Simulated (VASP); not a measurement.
# Si: single point with PBE

Si:

```xyz
12
Lattice="3.8619 0.0000 0.0000 -1.9310 3.3445 0.0000 0.0000 0.0000 18.9895" Properties=species:S:1:pos:R:3 pbc="T T T"
Si    3.8619    0.0000   15.4350
Si    3.8619    0.0000    5.9402
Si    0.0000    2.2297   18.5943
Si    1.9310    1.1148    9.0996
Si    0.0000    2.2297   12.2556
Si    1.9310    1.1148    2.7609
Si    0.0000    0.0000   13.0492
Si    0.0000    0.0000    3.5545
Si    0.0000    2.2297   16.2286
Si    1.9310    1.1148    6.7339
Si    0.0000    2.2297    9.8899
Si    1.9310    1.1148    0.3952
```

This isn't the form of Si at room conditions, which is diamond.

| Item | Value |
| --- | --- |
| Program | VASP 6.6.1 |
| Task | single point |
| Functional | PBE |
| Potentials or basis | VASP PAW PBE potentials, release 64 (Si) |
| Cutoff | 520 eV |
| k mesh | 6 × 6 × 1 |
| Occupations | gaussian, width 0.1 eV |
| Spin | no spin polarisation |
| Dipole correction | no |
| Further INCAR settings | ALGO = Normal; EDIFF = 1e-07; NBANDS = 36 |

The pressure is 0.0 GPa, the largest force is 0.015 eV/Å and the band gap on the k mesh is 0.62 eV (least direct gap 1.29 eV).

Forces in eV/Å, atoms in the order of the input:
```
Si   0.000  0.000  0.015
Si   0.000  0.000  0.015
Si   0.000  0.000  0.004
Si   0.000  0.000  0.004
Si   0.000  0.000  0.002
Si   0.000  0.000  0.002
Si   0.000  0.000 -0.015
Si   0.000  0.000 -0.015
Si   0.000  0.000 -0.002
Si   0.000  0.000 -0.002
Si   0.000  0.000 -0.004
Si   0.000  0.000 -0.004
```

Stress tensor (GPa, compression positive):
```
 0.06  0.00  0.00
 0.00  0.06  0.00
 0.00  0.00 -0.24
```

Levels at points of the mesh, in eV from the valence-band top:
```csv
k point,band 21,band 22,band 23,band 24,band 25,band 26,band 27,band 28
"(0.00, 0.00, 0.00)",-0.41,-0.11,0.00,0.00,1.29,1.46,1.69,2.17
"(0.50, 0.00, 0.00)",-1.81,-1.81,-1.73,-1.25,0.62,0.96,1.03,1.28
```

It took 2.4 min on 1 thread of Intel Xeon 8259CL (shared host), peak memory 0.36 GiB.

Caveat: semilocal functionals underestimate gaps, and a narrow one can read as zero. A k mesh can miss the band edges.
